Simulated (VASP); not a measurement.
# La (P6/mmm) in VASP: a series of runs

Runs on La. Level: revPBE. Tasks: single point.

All numbers are computed with VASP 6.6.1; they aren't measurements. Logs are shortened: lines on timing, memory, paths and dates and some standing lists are left out, and cuts for length are marked.

## Step 1: The cell of the first run

The structure is hexagonal, space group P6/mmm (No. 191). The conventional cell has a = 5.770 Å, b = 5.770 Å, c = 3.536 Å, α = 90.00°, β = 90.00°, γ = 120.00°. La (site symmetry 6/mmm) has 14 La at 3.54 to 3.77 Å within 4.6 Å. Within 4.4 Å of La (site symmetry -6m2) lie 11 La at 3.33 to 3.77 Å.

## Step 2: Single point, revPBE (volume scaled by 0.88)

Contents of INCAR:

```
SYSTEM = La
PREC = Accurate ; ENCUT = 520
EDIFF = 1E-6 ; ISMEAR = -1
SIGMA = 0.1 ; LREAL = .FALSE.
LASPH = .TRUE. ; NELM = 80
ALGO = Normal ; ISIF = 2
LWAVE = .FALSE. ; LCHARG = .FALSE.
GGA = RE ; NBANDS = 24
```

Contents of KPOINTS:

```
regular mesh
0
G
  7 7 10
  0 0 0
```

Contents of POSCAR:

```
La
1.0
    5.7704356337      0.0000000000      0.0000000000
   -2.8852178169      4.9973438497      0.0000000000
    0.0000000000      0.0000000000      3.5362634937
La
3
Direct
    1.0000000000      0.0000000000      0.0000000000
    0.3333333333      0.6666666667      0.5000000000
    0.6666666667      0.3333333333      0.5000000000
```

Potentials or basis: VASP PAW PBE potentials, release 64 (La).

On the command line:

```console
cat potpaw_PBE.64/La/POTCAR > POTCAR
mpirun -np 1 vasp_std > vasp.out
```

OUTCAR:

```text
SYSTEM = La
   PREC = Accurate
   ENCUT = 520
   EDIFF = 1E-6
   ISMEAR = -1
   LREAL = .FALSE.
   LASPH = .TRUE.
   NELM = 80
   ISIF = 2
   GGA = RE

 ion  position               nearest neighbor table
   1  0.000  0.000  0.000-
   2  0.333  0.667  0.500-   3 3.33   3 3.33   3 3.33
   3  0.667  0.333  0.500-   2 3.33   2 3.33   2 3.33

  LATTYP: Found a hexagonal cell.
 ALAT       =     5.7704356337
 C/A-ratio  =     0.6128243547

  Lattice vectors:

 A1 = (   5.7704356337,   0.0000000000,   0.0000000000)
 A2 = (  -2.8852178169,   4.9973438497,   0.0000000000)
 A3 = (   0.0000000000,   0.0000000000,   3.5362634937)

Analysis of symmetry for initial positions (statically):
=====================================================================
 Subroutine PRICEL returns:
 Original cell was already a primitive cell.

 Routine SETGRP: Setting up the symmetry group for a
 hexagonal supercell.

 Subroutine GETGRP returns: Found 24 space group operations
 (whereof 24 operations were pure point group operations)
 out of a pool of 24 trial point group operations.

The static configuration has the point symmetry D_6h.

Analysis of symmetry for dynamics (positions and initial velocities):
=====================================================================
 Subroutine PRICEL returns:
 Original cell was already a primitive cell.

 Routine SETGRP: Setting up the symmetry group for a
 hexagonal supercell.

 Subroutine GETGRP returns: Found 24 space group operations
 (whereof 24 operations were pure point group operations)
 out of a pool of 24 trial point group operations.

The dynamic configuration has the point symmetry D_6h.

 Subroutine INISYM returns: Found 24 space group operations
 (whereof 24 operations are pure point group operations),
 and found     1 'primitive' translations

----------------------------------------------------------------------------------------

                                     Primitive cell

  volume of cell :     101.9747

  direct lattice vectors                    reciprocal lattice vectors
     5.770435634  0.000000000  0.000000000     0.173297141  0.100053151  0.000000000
    -2.885217817  4.997343850  0.000000000     0.000000000  0.200106302  0.000000000
     0.000000000  0.000000000  3.536263494     0.000000000  0.000000000  0.282784357

  length of vectors
     5.770435634  5.770435634  3.536263494     0.200106302  0.200106302  0.282784357

  position of ions in fractional coordinates (direct lattice)
     0.000000000  0.000000000  0.000000000
     0.333333333  0.666666667  0.500000000
     0.666666667  0.333333333  0.500000000

  ion indices of the primitive-cell ions
   primitive index   ion index
                 1           1
                 2           2
                 3           3

----------------------------------------------------------------------------------------

 KPOINTS: regular mesh

Automatic generation of k-mesh.
 Grid dimensions read from file:
 generate k-points for:    7    7   10

 Generating k-lattice:

  Cartesian coordinates                     Fractional coordinates (reciprocal lattice)
     0.024756734  0.014293307  0.000000000     0.142857143  0.000000000  0.000000000
     0.000000000  0.028586615  0.000000000     0.000000000  0.142857143  0.000000000
     0.000000000  0.000000000  0.028278436     0.000000000  0.000000000  0.100000000

  Length of vectors
     0.028586615  0.028586615  0.028278436

  Shift w.r.t. Gamma in fractional coordinates (k-lattice)
     0.000000000  0.000000000  0.000000000

 Subroutine IBZKPT returns following result:
 ===========================================

 Found     48 irreducible k-points:

 Following reciprocal coordinates:
            Coordinates               Weight
  0.000000  0.000000  0.000000      1.000000
  0.142857  0.000000  0.000000      6.000000
  0.285714 -0.000000  0.000000      6.000000
  0.428571 -0.000000  0.000000      6.000000
  0.142857  0.142857  0.000000      6.000000
  0.285714  0.142857  0.000000     12.000000
[... 16 lines left out ...]
  0.428571  0.142857  0.200000     12.000000
  0.285714  0.285714  0.200000     12.000000
 [... further k-points ...]
   k-points           NKPTS =     48   k-points in BZ     NKDIM =     48   number of bands    NBANDS=     24
   number of dos      NEDOS =    301   number of ions     NIONS =      3
   total plane-waves  NPLWV =  64512
   dimension x,y,z NGX =    48 NGY =   48 NGZ =   28
   dimension x,y,z NGXF=    96 NGYF=   96 NGZF=   56
   ions per type =               3
   NGX,Y,Z   is equivalent  to a cutoff of  13.83, 13.83, 13.16 a.u.
   NGXF,Y,Z  is equivalent  to a cutoff of  27.66, 27.66, 26.33 a.u.
 SYSTEM =  La
   PREC   = accura    normal or accurate (medium, high low for compatibility)
   ISTART =      0    job   : 0-new  1-cont  2-samecut
   ICHARG =      2    charge: 1-file 2-atom 10-const
   ISPIN  =      1    spin polarized calculation?
   LNONCOLLINEAR =      F non collinear calculations
   LSORBIT =      F    spin-orbit coupling
   LASPH  =      T    aspherical Exc in radial PAW
   ENCUT  =  520.0 eV  38.22 Ry    6.18 a.u.  10.73 10.73  6.58*2*pi/ulx,y,z
   NELM   =     80;   NELMIN=  2; NELMDL= -5     # of ELM steps
   EDIFF  = 0.1E-05   stopping-criterion for ELM
   LREAL  =      F    real-space projection
[... 7 lines left out ...]
   TEBEG  =    0.0;   TEEND  =   0.0 temperature during run
   PSTRESS=    0.0 pullay stress
   NELECT =      33.0000    total number of electrons
   NUPDOWN=      -1.0000    fix difference up-down
   EMIN   =  10.00;   EMAX   =-10.00  energy-range for DOS
   EFERMI =   0.00;   METHOD = LEGACY
   ISMEAR =    -1;   SIGMA  =   0.10  broadening in eV -4-tet -1-fermi 0-gaus
   EFERMI_NEDOS =   21; number of points for ismear=-14 and -15
   IALGO  =     38    algorithm
   IMIX   =      4    mixing-type and parameters
     AMIX     =   0.40;   BMIX     =  1.00
     AMIX_MAG =   1.60;   BMIX_MAG =  1.00
  volume/ion in A,a.u.               =      33.99       229.39
  Fermi-wavevector in a.u.,A,eV,Ry     =   1.123954  2.123966 17.187877  1.263273
  Thomas-Fermi vector in A             =   2.260623
   LORBIT       =      0    0 simple, 1 ext, 2 COOP (PROOUT), +10 PAW based schemes
   GGA     = RE    functional components
   LHFCALC =     F    Hartree Fock is set to
   AEXX    =    0.0000 exact exchange contribution
   IVDW    =     0    specifies the selected vdW correction
   LEPSILON=     F    determine dielectric tensor
   LRPA    =     F    only Hartree local field effects (RPA)
 non-spin polarized calculation
  energy-cutoff  :      520.00
  volume of cell :      101.97
 maximum number of plane-waves:      2779
 NGX is ok and might be reduce to    48
   NGX = 21   NGY = 21   NGZ = 13

 number of electron      32.9999997 magnetization

 Free energy of the ion-electron system (eV)
  ---------------------------------------------------
  ext. energy  EPLUGINS =         0.00000000
  ---------------------------------------------------
  free energy    TOTEN  =       -13.65043966 eV

  energy without entropy =      -13.50559458  energy(sigma->0) =      -13.57801712

 E-fermi :   8.7597     XC(G=0):  -9.8625

 val. band max:        8.7412479129   @ k =   0.1429   0.0000   0.5000
 cond. band min:       8.7693945035   @ k =   0.0000   0.0000   0.2000
 fundamental gap:      0.0281465907
 Fermi energy:         8.7596569813

 k-point     1 :       0.0000    0.0000    0.0000
  band No.  band energies     occupation
      1     -24.0308      2.00000
      2     -23.7038      2.00000
      3     -23.6212      2.00000
      4      -8.2827      2.00000
      5      -8.2827      2.00000
      6      -7.9084      2.00000
[... 16 lines left out ...]
     23      10.5978      0.00000
     24      10.7083      0.00000

 k-point     2 :       0.1429    0.0000    0.0000
  band No.  band energies     occupation
      1     -24.0107      2.00000
      2     -23.7100      2.00000
      3     -23.6371      2.00000
      4      -8.3989      2.00000
      5      -8.3344      2.00000
      6      -7.7613      2.00000
[... 16 lines left out ...]
     23      10.6022      0.00000
     24      10.6834      0.00000

 k-point     3 :       0.2857   -0.0000    0.0000
  band No.  band energies     occupation
      1     -23.9552      2.00000
      2     -23.7302      2.00000
      3     -23.6768      2.00000
      4      -8.5535      2.00000
      5      -8.2993      2.00000
      6      -7.5226      2.00000
[... 16 lines left out ...]
     23      10.5918      0.00000
     24      10.6888      0.00000

 k-point     4 :       0.4286   -0.0000    0.0000
  band No.  band energies     occupation
      1     -23.8805      2.00000
      2     -23.7807      2.00000
      3     -23.7046      2.00000
      4      -8.6417      2.00000
      5      -8.1011      2.00000
      6      -7.6796      2.00000
[... 16 lines left out ...]
     23      10.7492      0.00000
     24      10.7733      0.00000

 k-point     5 :       0.1429    0.1429    0.0000
  band No.  band energies     occupation
      1     -23.9729      2.00000
      2     -23.7215      2.00000
      3     -23.6666      2.00000
      4      -8.4754      2.00000
      5      -8.3754      2.00000
      6      -7.5505      2.00000
[... 451 lines left out ...]
 k-point    22 :       0.2857    0.1429    0.2000
  band No.  band energies     occupation
      1     -23.8562      2.00000
      2     -23.7112      2.00000
      3     -23.6710      2.00000
      4      -8.4659      2.00000
      5      -8.1897      2.00000
      6      -7.7373      2.00000
[... 16 lines left out ...]
     23      10.3522      0.00000
     24      10.5513      0.00000

 k-point    23 :       0.4286    0.1429    0.2000
  band No.  band energies     occupation
      1     -23.8032      2.00000
      2     -23.7487      2.00000
      3     -23.6880      2.00000
      4      -8.4945      2.00000
      5      -8.0708      2.00000
      6      -7.8830      2.00000
[... 16 lines left out ...]
     23      10.2965      0.00000
     24      10.6145      0.00000

 k-point    24 :       0.2857    0.2857    0.2000
  band No.  band energies     occupation
      1     -23.7949      2.00000
      2     -23.7251      2.00000
      3     -23.7203      2.00000
      4      -8.4536      2.00000
      5      -8.0973      2.00000
      6      -7.8995      2.00000
[... 16 lines left out ...]
     23      10.2837      0.00000
     24      10.7018      0.00000

 [... further k-points ...]

------------------------ aborting loop because EDIFF is reached ----------------------------------------

  FORCE on cell =-STRESS in cart. coord.  units (eV):
  Direction    XX          YY          ZZ          XY          YZ          ZX
  --------------------------------------------------------------------------------------
  -------------------------------------------------------------------------------------
  Total        2.5526533      2.5526533      2.2899278     -0.0000000     -0.0000000      0.0000000
  in kB       40.1060568     40.1060568     35.9782413     -0.0000000     -0.0000000      0.0000000
  external PRESSURE =      38.7301183 kB  Pullay stress =       0.0000000 kB

 VOLUME and BASIS-vectors are now :
 -----------------------------------------------------------------------------
  energy-cutoff  :      520.00
  volume of cell :      101.97
      direct lattice vectors                 reciprocal lattice vectors
     5.770435634  0.000000000  0.000000000     0.173297141  0.100053151  0.000000000
    -2.885217817  4.997343850  0.000000000     0.000000000  0.200106302  0.000000000
     0.000000000  0.000000000  3.536263494     0.000000000  0.000000000  0.282784357

 POSITION                                       TOTAL-FORCE (eV/Angst)
 -----------------------------------------------------------------------------------
      0.00000      0.00000      0.00000         0.000000      0.000000      0.000000
     -0.00000      3.33156      1.76813        -0.000000      0.000000     -0.000000
      2.88522      1.66578      1.76813         0.000000      0.000000      0.000000
 -----------------------------------------------------------------------------------
    total drift:                               -0.000000      0.000000     -0.000000

  FREE ENERGIE OF THE ION-ELECTRON SYSTEM (eV)
  ---------------------------------------------------
  free  energy   TOTEN  =       -13.6504396641 eV

  energy  without entropy=      -13.5055945824  energy(sigma->0) =      -13.57801712
```

It took 70 s on 1 thread of Intel Xeon 6975P-C (Granite Rapids), shared host; peak memory 0.3 GiB.

What came out:

```yaml
Free_energy: -13.6504 eV
Pressure: 3.9 GPa
```

Stress tensor (GPa, compression positive):
```
4.01 0.00 0.00
0.00 4.01 0.00
0.00 0.00 3.60
```

Caveat: the PAW data sets were made with another functional, which shifts forces and pressure a little; spin-orbit coupling is left out, which moves the levels of the heavy elements.

## Step 3: Single point, revPBE (volume scaled by 0.92)

Contents of INCAR:

```
SYSTEM = La
PREC = Accurate
ENCUT = 520
EDIFF = 1E-6
ISMEAR = -1
SIGMA = 0.1
LREAL = .FALSE.
LASPH = .TRUE.
NELM = 60
ALGO = Normal
ISIF = 2
LWAVE = .FALSE.
LCHARG = .TRUE.
GGA = RE
LELF = .TRUE.
LVHAR = .TRUE.
NBANDS = 24
```

Contents of KPOINTS:

```
Automatic mesh
0
G
  7 7 10
  0 0 0
```

Contents of POSCAR:

```
La
1.0
    5.8565742381      0.0000000000      0.0000000000
   -2.9282871191      5.0719420694      0.0000000000
    0.0000000000      0.0000000000      3.5890513284
La
3
Direct
    1.0000000000      0.0000000000      0.0000000000
    0.3333333333      0.6666666667      0.5000000000
    0.6666666667      0.3333333333      0.5000000000
```

Potentials or basis: VASP PAW PBE potentials, release 64 (La).

On the command line:

```console
cat potpaw_PBE.64/La/POTCAR > POTCAR
mpirun -np 1 vasp_std > vasp.out
```

OUTCAR:

```text
SYSTEM = La
   PREC = Accurate
   ENCUT = 520
   EDIFF = 1E-6
   ISMEAR = -1
   LREAL = .FALSE.
   LASPH = .TRUE.
   NELM = 60
   ISIF = 2
   GGA = RE

 ion  position               nearest neighbor table
   1  0.000  0.000  0.000-
   2  0.333  0.667  0.500-   3 3.38   3 3.38   3 3.38
   3  0.667  0.333  0.500-   2 3.38   2 3.38   2 3.38

  LATTYP: Found a hexagonal cell.
 ALAT       =     5.8565742381
 C/A-ratio  =     0.6128243547

  Lattice vectors:

 A1 = (   5.8565742381,   0.0000000000,   0.0000000000)
 A2 = (  -2.9282871191,   5.0719420694,   0.0000000000)
 A3 = (   0.0000000000,   0.0000000000,   3.5890513284)

Analysis of symmetry for initial positions (statically):
=====================================================================
 Subroutine PRICEL returns:
 Original cell was already a primitive cell.

 Routine SETGRP: Setting up the symmetry group for a
 hexagonal supercell.

 Subroutine GETGRP returns: Found 24 space group operations
 (whereof 24 operations were pure point group operations)
 out of a pool of 24 trial point group operations.

The static configuration has the point symmetry D_6h.

Analysis of symmetry for dynamics (positions and initial velocities):
=====================================================================
 Subroutine PRICEL returns:
 Original cell was already a primitive cell.

 Routine SETGRP: Setting up the symmetry group for a
 hexagonal supercell.

 Subroutine GETGRP returns: Found 24 space group operations
 (whereof 24 operations were pure point group operations)
 out of a pool of 24 trial point group operations.

The dynamic configuration has the point symmetry D_6h.

[... 111 lines left out ...]
   NELECT =      33.0000    total number of electrons
   NUPDOWN=      -1.0000    fix difference up-down
   EMIN   =  10.00;   EMAX   =-10.00  energy-range for DOS
   EFERMI =   0.00;   METHOD = LEGACY
   ISMEAR =    -1;   SIGMA  =   0.10  broadening in eV -4-tet -1-fermi 0-gaus
   EFERMI_NEDOS =   21; number of points for ismear=-14 and -15
   IALGO  =     38    algorithm
   IMIX   =      4    mixing-type and parameters
     AMIX     =   0.40;   BMIX     =  1.00
     AMIX_MAG =   1.60;   BMIX_MAG =  1.00
  volume/ion in A,a.u.               =      35.54       239.81
  Fermi-wavevector in a.u.,A,eV,Ry     =   1.107423  2.092726 16.685996  1.226386
  Thomas-Fermi vector in A             =   2.243937
   LORBIT       =      0    0 simple, 1 ext, 2 COOP (PROOUT), +10 PAW based schemes
   GGA     = RE    functional components
   LHFCALC =     F    Hartree Fock is set to
   AEXX    =    0.0000 exact exchange contribution
   IVDW    =     0    specifies the selected vdW correction
   LEPSILON=     F    determine dielectric tensor
   LRPA    =     F    only Hartree local field effects (RPA)
 non-spin polarized calculation
  energy-cutoff  :      520.00
  volume of cell :      106.61
 maximum number of plane-waves:      2894
 NGX is ok and might be reduce to    48
   NGX = 21   NGY = 21   NGZ = 13

 number of electron      33.0000003 magnetization

 Free energy of the ion-electron system (eV)
  ---------------------------------------------------
  ext. energy  EPLUGINS =         0.00000000
  ---------------------------------------------------
  free energy    TOTEN  =       -13.74187237 eV

  energy without entropy =      -13.59152847  energy(sigma->0) =      -13.66670042

 E-fermi :   8.3062     XC(G=0):  -9.6762

 val. band max:        8.3057208906   @ k =   0.0000   0.0000   0.2000
 cond. band min:       8.3243259544   @ k =   0.1429  -0.0000   0.1000
 fundamental gap:      0.0186050637
 Fermi energy:         8.3062328391

 k-point     1 :       0.0000    0.0000    0.0000
  band No.  band energies     occupation
      1     -24.5261      2.00000
      2     -24.2515      2.00000
      3     -24.1777      2.00000
      4      -8.7183      2.00000
      5      -8.7183      2.00000
      6      -8.3751      2.00000
[... 637 lines left out ...]
     23       9.7672      0.00000
     24      10.1485      0.00000

 [... further k-points ...]

------------------------ aborting loop because EDIFF is reached ----------------------------------------

  FORCE on cell =-STRESS in cart. coord.  units (eV):
  Direction    XX          YY          ZZ          XY          YZ          ZX
  --------------------------------------------------------------------------------------
  -------------------------------------------------------------------------------------
  Total        1.6405239      1.6405239      1.5057513     -0.0000000     -0.0000000     -0.0000000
  in kB       24.6544623     24.6544623     22.6290452     -0.0000000     -0.0000000     -0.0000000
  external PRESSURE =      23.9793233 kB  Pullay stress =       0.0000000 kB

 VOLUME and BASIS-vectors are now :
 -----------------------------------------------------------------------------
  energy-cutoff  :      520.00
  volume of cell :      106.61
      direct lattice vectors                 reciprocal lattice vectors
     5.856574238  0.000000000  0.000000000     0.170748284  0.098581568  0.000000000
    -2.928287119  5.071942069  0.000000000     0.000000000  0.197163135  0.000000000
     0.000000000  0.000000000  3.589051328     0.000000000  0.000000000  0.278625160

 POSITION                                       TOTAL-FORCE (eV/Angst)
 -----------------------------------------------------------------------------------
      0.00000      0.00000      0.00000         0.000000     -0.000000      0.000000
     -0.00000      3.38129      1.79453        -0.000000     -0.000000      0.000000
      2.92829      1.69065      1.79453         0.000000      0.000000      0.000000
 -----------------------------------------------------------------------------------
    total drift:                               -0.000000      0.000000     -0.000000

  FREE ENERGIE OF THE ION-ELECTRON SYSTEM (eV)
  ---------------------------------------------------
  free  energy   TOTEN  =       -13.7418723723 eV

  energy  without entropy=      -13.5915284734  energy(sigma->0) =      -13.66670042
```

Run time: 66 s. Hardware: 1 thread of Intel Xeon 6975P-C (Granite Rapids), shared host; peak memory 0.31 GiB.

Results:

```yaml
Free_energy: -13.7419 eV
Pressure: 2.4 GPa
```

Stress tensor (GPa, compression positive):
```
2.47 0.00 0.00
0.00 2.47 0.00
0.00 0.00 2.26
```

Caveat: the PAW data sets were made with another functional, which shifts forces and pressure a little; spin-orbit coupling is left out, which moves the levels of the heavy elements.

(Continued in part 2 of 2.)
